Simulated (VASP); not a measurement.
# CaPtSe2 (P6_3mc) in VASP: further runs

CaPtSe2 is run at these levels: PBE; tasks: single point.

Program: VASP 6.6.1. These are calculated values, not measurements. Logs are shortened: lines on timing, memory, paths and dates and some standing lists are left out, and cuts for length are marked.

## 1. The cell of the first run

The structure is hexagonal, space group P6_3mc (No. 186). The conventional cell has a = 4.125 Å, b = 4.125 Å, c = 12.179 Å, α = 90.00°, β = 90.00°, γ = 120.00°. Within 3.9 Å of Ca (site symmetry 3m) lie 6 Se at 2.96 to 3.03 Å and 4 Pt at 3.14 to 3.79 Å. Within 3.5 Å of Pt (site symmetry 3m) lie 6 Se at 2.66 to 2.70 Å and 1 Ca at 3.14 Å. Se (site symmetry 3m) has 3 Pt at 2.66 Å and 3 Ca at 2.96 Å and 3 Se at 3.42 Å within 3.5 Å. Se (site symmetry 3m) has 3 Pt at 2.70 Å and 3 Ca at 3.03 Å and 3 Se at 3.42 Å within 3.6 Å.

## 2. Single point, PBE

INCAR reads:

```
SYSTEM = CaPtSe2
PREC = Accurate
ENCUT = 520
EDIFF = 1E-7
ISMEAR = 0
SIGMA = 0.1
LREAL = .False.
LASPH = .True.
NELM = 80
ALGO = Normal
ISIF = 2
LWAVE = .False.
LCHARG = .True.
GGA = PE
LELF = .True.
LVHAR = .True.
NBANDS = 42
```

KPOINTS reads:

```
Automatic mesh
0
Gamma
  6 6 2
  0 0 0
```

POSCAR reads:

```
CaPtSe2
1.0
    4.1247717642      0.0000000032      0.0000000000
   -2.0623858849      3.5721571310      0.0000000000
    0.0000000000      0.0000000000     12.1790415989
Ca Pt Se
2 2 4
Direct
    0.6666666667      0.3333333333      0.3650320342
    0.3333333333      0.6666666667      0.8650320342
    0.6666666667      0.3333333333      0.1069193397
    0.3333333333      0.6666666667      0.6069193397
    0.0000000000      0.0000000000      0.0099005881
    0.3333333333      0.6666666667      0.2115600380
    0.0000000000      0.0000000000      0.5099005881
    0.6666666667      0.3333333333      0.7115600380
```

Potentials or basis: VASP PAW PBE potentials, release 64 (Ca_sv, Pt, Se).

Run with:

```bash
> cat potpaw_PBE.64/Ca_sv/POTCAR potpaw_PBE.64/Pt/POTCAR potpaw_PBE.64/Se/POTCAR > POTCAR
> mpirun -np 1 vasp_std > vasp.out
```

OUTCAR:

```text
SYSTEM = CaPtSe2
   PREC = Accurate
   ENCUT = 520
   EDIFF = 1E-7
   ISMEAR = 0
   LREAL = .False.
   LASPH = .True.
   NELM = 80
   ISIF = 2
   GGA = PE

 ion  position               nearest neighbor table
   1  0.667  0.333  0.365-   7 2.96   7 2.96   7 2.96   3 3.14
   2  0.333  0.667  0.865-   5 2.96   5 2.96   5 2.96   4 3.14
   3  0.667  0.333  0.107-   5 2.66   5 2.66   5 2.66   6 2.70   6 2.70   6 2.70   1 3.14
   4  0.333  0.667  0.607-   7 2.66   7 2.66   7 2.66   8 2.70   8 2.70   8 2.70   2 3.14
   5  0.000  0.000  0.010-   3 2.66   3 2.66   3 2.66   2 2.96   2 2.96   2 2.96
   6  0.333  0.667  0.212-   3 2.70   3 2.70   3 2.70
   7  0.000  0.000  0.510-   4 2.66   4 2.66   4 2.66   1 2.96   1 2.96   1 2.96
   8  0.667  0.333  0.712-   4 2.70   4 2.70   4 2.70

  LATTYP: Found a hexagonal cell.
 ALAT       =     4.1247717642
 C/A-ratio  =     2.9526583033

  Lattice vectors:

 A1 = (   4.1247717642,   0.0000000032,   0.0000000000)
 A2 = (  -2.0623858849,   3.5721571310,   0.0000000000)
 A3 = (   0.0000000000,   0.0000000000,  12.1790415989)

Analysis of symmetry for initial positions (statically):
=====================================================================
 Subroutine PRICEL returns:
 Original cell was already a primitive cell.

 Routine SETGRP: Setting up the symmetry group for a
 hexagonal supercell.

 Subroutine GETGRP returns: Found 12 space group operations
 (whereof  6 operations were pure point group operations)
 out of a pool of 24 trial point group operations.

The static configuration has the point symmetry C_3v.
 The point group associated with its full space group is C_6v.

Analysis of symmetry for dynamics (positions and initial velocities):
=====================================================================
 Subroutine PRICEL returns:
 Original cell was already a primitive cell.

 Routine SETGRP: Setting up the symmetry group for a
 hexagonal supercell.

 Subroutine GETGRP returns: Found 12 space group operations
 (whereof  6 operations were pure point group operations)
 out of a pool of 24 trial point group operations.

The dynamic configuration has the point symmetry C_3v.
 The point group associated with its full space group is C_6v.

 Subroutine INISYM returns: Found 12 space group operations
 (whereof  6 operations are pure point group operations),
 and found     1 'primitive' translations

----------------------------------------------------------------------------------------

                                     Primitive cell

  volume of cell :     179.4501

  direct lattice vectors                    reciprocal lattice vectors
     4.124771764  0.000000003  0.000000000     0.242437656  0.139971446  0.000000000
    -2.062385885  3.572157131  0.000000000    -0.000000000  0.279942892  0.000000000
     0.000000000  0.000000000 12.179041599     0.000000000  0.000000000  0.082108267

  length of vectors
     4.124771764  4.124771764 12.179041599     0.279942892  0.279942892  0.082108267

  position of ions in fractional coordinates (direct lattice)
     0.666666667  0.333333333  0.365032034
     0.333333333  0.666666667  0.865032034
     0.666666667  0.333333333  0.106919340
     0.333333333  0.666666667  0.606919340
     0.000000000  0.000000000  0.009900588
     0.333333333  0.666666667  0.211560038
     0.000000000  0.000000000  0.509900588
     0.666666667  0.333333333  0.711560038

  ion indices of the primitive-cell ions
   primitive index   ion index
                 1           1
                 2           2
                 3           3
                 4           4
                 5           5
                 6           6
                 7           7
                 8           8

----------------------------------------------------------------------------------------

 KPOINTS: Automatic mesh

Automatic generation of k-mesh.
 Grid dimensions read from file:
 generate k-points for:    6    6    2

 Generating k-lattice:

  Cartesian coordinates                     Fractional coordinates (reciprocal lattice)
     0.040406276  0.023328574  0.000000000     0.166666667  0.000000000  0.000000000
    -0.000000000  0.046657149  0.000000000    -0.000000000  0.166666667  0.000000000
     0.000000000  0.000000000  0.041054134     0.000000000  0.000000000  0.500000000

  Length of vectors
     0.046657149  0.046657149  0.041054134

  Shift w.r.t. Gamma in fractional coordinates (k-lattice)
     0.000000000  0.000000000  0.000000000

 Subroutine IBZKPT returns following result:
 ===========================================

 Found     14 irreducible k-points:

 Following reciprocal coordinates:
            Coordinates               Weight
  0.000000  0.000000  0.000000      1.000000
  0.166667 -0.000000  0.000000      6.000000
  0.333333  0.000000  0.000000      6.000000
  0.500000  0.000000  0.000000      3.000000
  0.166667  0.166667  0.000000      6.000000
  0.333333  0.166667  0.000000     12.000000
  0.333333  0.333333  0.000000      2.000000
  0.000000  0.000000  0.500000      1.000000
  0.166667 -0.000000  0.500000      6.000000
  0.333333  0.000000  0.500000      6.000000
  0.500000  0.000000  0.500000      3.000000
  0.166667  0.166667  0.500000      6.000000
  0.333333  0.166667  0.500000     12.000000
  0.333333  0.333333  0.500000      2.000000
   k-points           NKPTS =     14   k-points in BZ     NKDIM =     14   number of bands    NBANDS=     42
   number of dos      NEDOS =    301   number of ions     NIONS =      8
   total plane-waves  NPLWV =  98304
   dimension x,y,z NGX =    32 NGY =   32 NGZ =   96
   dimension x,y,z NGXF=    64 NGYF=   64 NGZF=  192
   ions per type =               2   2   4
   NGX,Y,Z   is equivalent  to a cutoff of  12.90, 12.90, 13.10 a.u.
   NGXF,Y,Z  is equivalent  to a cutoff of  25.79, 25.79, 26.21 a.u.
 SYSTEM =  CaPtSe2
   PREC   = accura    normal or accurate (medium, high low for compatibility)
   ISTART =      0    job   : 0-new  1-cont  2-samecut
   ICHARG =      2    charge: 1-file 2-atom 10-const
   ISPIN  =      1    spin polarized calculation?
   LNONCOLLINEAR =      F non collinear calculations
   LSORBIT =      F    spin-orbit coupling
   LASPH  =      T    aspherical Exc in radial PAW
   ENCUT  =  520.0 eV  38.22 Ry    6.18 a.u.   7.67  7.67 22.64*2*pi/ulx,y,z
   NELM   =     80;   NELMIN=  2; NELMDL= -5     # of ELM steps
   EDIFF  = 0.1E-06   stopping-criterion for ELM
   LREAL  =      F    real-space projection
   EDIFFG = 0.1E-05   stopping-criterion for IOM
   NSW    =      0    number of steps for IOM
   IBRION =     -1    ionic relax: 0-MD 1-quasi-New 2-CG
   NFREE  =      0    steps in history (QN), initial steepest desc. (CG)
   ISIF   =      2    stress and relaxation
   ISYM   =      2    0-nonsym 1-usesym 2-fastsym
   POTIM  = 0.5000    time-step for ionic-motion
   TEBEG  =    0.0;   TEEND  =   0.0 temperature during run
   PSTRESS=    0.0 pullay stress
   NELECT =      64.0000    total number of electrons
   NUPDOWN=      -1.0000    fix difference up-down
   EMIN   =  10.00;   EMAX   =-10.00  energy-range for DOS
   EFERMI =   0.00;   METHOD = LEGACY
   ISMEAR =     0;   SIGMA  =   0.10  broadening in eV -4-tet -1-fermi 0-gaus
   EFERMI_NEDOS =   21; number of points for ismear=-14 and -15
   IALGO  =     38    algorithm
   IMIX   =      4    mixing-type and parameters
     AMIX     =   0.40;   BMIX     =  1.00
     AMIX_MAG =   1.60;   BMIX_MAG =  1.00
  volume/ion in A,a.u.               =      22.43       151.37
  Fermi-wavevector in a.u.,A,eV,Ry     =   1.160968  2.193912 18.338571  1.347847
  Thomas-Fermi vector in A             =   2.297545
   LORBIT       =      0    0 simple, 1 ext, 2 COOP (PROOUT), +10 PAW based schemes
   GGA     = PE    functional components
   LHFCALC =     F    Hartree Fock is set to
   AEXX    =    0.0000 exact exchange contribution
   IVDW    =     0    specifies the selected vdW correction
   LEPSILON=     F    determine dielectric tensor
   LRPA    =     F    only Hartree local field effects (RPA)
 non-spin polarized calculation
 Gauss-broadening in eV      SIGMA  =   0.10
  energy-cutoff  :      520.00
  volume of cell :      179.45
 maximum number of plane-waves:      4887
 NGX is ok and might be reduce to    32
   NGX = 15   NGY = 15   NGZ = 45

 number of electron      64.0000001 magnetization

 Free energy of the ion-electron system (eV)
  ---------------------------------------------------
  ext. energy  EPLUGINS =         0.00000000
  ---------------------------------------------------
  free energy    TOTEN  =       -36.43029051 eV

  energy without entropy =      -36.38180844  energy(sigma->0) =      -36.40604948

 E-fermi :   5.4144     XC(G=0): -10.1087

 val. band max:        5.4063994311   @ k =   0.1667   0.1667   0.0000
 cond. band min:       5.4496039090   @ k =   0.1667  -0.0000   0.0000
 fundamental gap:      0.0432044778
 Fermi energy:         5.4144276443

 k-point     1 :       0.0000    0.0000    0.0000
  band No.  band energies     occupation
      1     -35.8179      2.00000
      2     -35.8178      2.00000
      3     -16.8871      2.00000
      4     -16.8827      2.00000
      5     -16.8188      2.00000
      6     -16.8188      2.00000
[... 34 lines left out ...]
     41       8.6501      0.00000
     42       8.6512      0.00000

 k-point     2 :       0.1667   -0.0000    0.0000
  band No.  band energies     occupation
      1     -35.8166      2.00000
      2     -35.8165      2.00000
      3     -16.8802      2.00000
      4     -16.8765      2.00000
      5     -16.8411      2.00000
      6     -16.8409      2.00000
[... 529 lines left out ...]
     41       9.6617      0.00000
     42       9.6659      0.00000

 k-point    14 :       0.3333    0.3333    0.5000
  band No.  band energies     occupation
      1     -35.8119      2.00000
      2     -35.8119      2.00000
      3     -16.8804      2.00000
      4     -16.8804      2.00000
      5     -16.8770      2.00000
      6     -16.8770      2.00000
[... 34 lines left out ...]
     41       9.3589      0.00000
     42       9.3589      0.00000

------------------------ aborting loop because EDIFF is reached ----------------------------------------

  FORCE on cell =-STRESS in cart. coord.  units (eV):
  Direction    XX          YY          ZZ          XY          YZ          ZX
  --------------------------------------------------------------------------------------
  -------------------------------------------------------------------------------------
  Total        0.2276250      0.2276250      0.1594638     -0.0000000      0.0000000      0.0000000
  in kB        2.0322957      2.0322957      1.4237351     -0.0000000      0.0000000      0.0000000
  external PRESSURE =       1.8294421 kB  Pullay stress =       0.0000000 kB

 VOLUME and BASIS-vectors are now :
 -----------------------------------------------------------------------------
  energy-cutoff  :      520.00
  volume of cell :      179.45
      direct lattice vectors                 reciprocal lattice vectors
     4.124771764  0.000000003  0.000000000     0.242437656  0.139971446  0.000000000
    -2.062385885  3.572157131  0.000000000    -0.000000000  0.279942892  0.000000000
     0.000000000  0.000000000 12.179041599     0.000000000  0.000000000  0.082108267

 POSITION                                       TOTAL-FORCE (eV/Angst)
 -----------------------------------------------------------------------------------
      2.06239      1.19072      4.44574         0.000000      0.000000     -0.004848
     -0.00000      2.38144     10.53526        -0.000000     -0.000000     -0.004848
      2.06239      1.19072      1.30218        -0.000000      0.000000     -0.012063
     -0.00000      2.38144      7.39170         0.000000     -0.000000     -0.012063
      0.00000      0.00000      0.12058         0.000000      0.000000      0.024767
     -0.00000      2.38144      2.57660         0.000000     -0.000000     -0.007856
      0.00000      0.00000      6.21010         0.000000     -0.000000      0.024767
      2.06239      1.19072      8.66612        -0.000000      0.000000     -0.007856
 -----------------------------------------------------------------------------------
    total drift:                               -0.000000      0.000000     -0.000499

  FREE ENERGIE OF THE ION-ELECTRON SYSTEM (eV)
  ---------------------------------------------------
  free  energy   TOTEN  =       -36.4302905141 eV

  energy  without entropy=      -36.3818084420  energy(sigma->0) =      -36.40604948
```

Run time: 4.3 min. Hardware: 1 thread of Intel Xeon 8259CL, shared host; peak memory 0.35 GiB.

What came out:

```yaml
Free_energy: -36.4303 eV
Pressure: 0.2 GPa
Largest_force: 0.025 eV/Å
Band_gap_on_the_k_mesh: zero (bands 32 and 33 overlap by 0.62 eV)
```

Forces in eV/Å, atoms in the order of the input:
```
Ca   0.000  0.000 -0.005
Ca   0.000  0.000 -0.005
Pt   0.000  0.000 -0.012
Pt   0.000  0.000 -0.012
Se   0.000  0.000  0.025
Se   0.000  0.000 -0.008
Se   0.000  0.000  0.025
Se   0.000  0.000 -0.008
```

Caveat: spin-orbit coupling is left out, which moves the levels of the heavy elements.

(Continued in part 2 of 2.)

The gap in the log of VASP goes by the Fermi energy; the results here count the filled bands.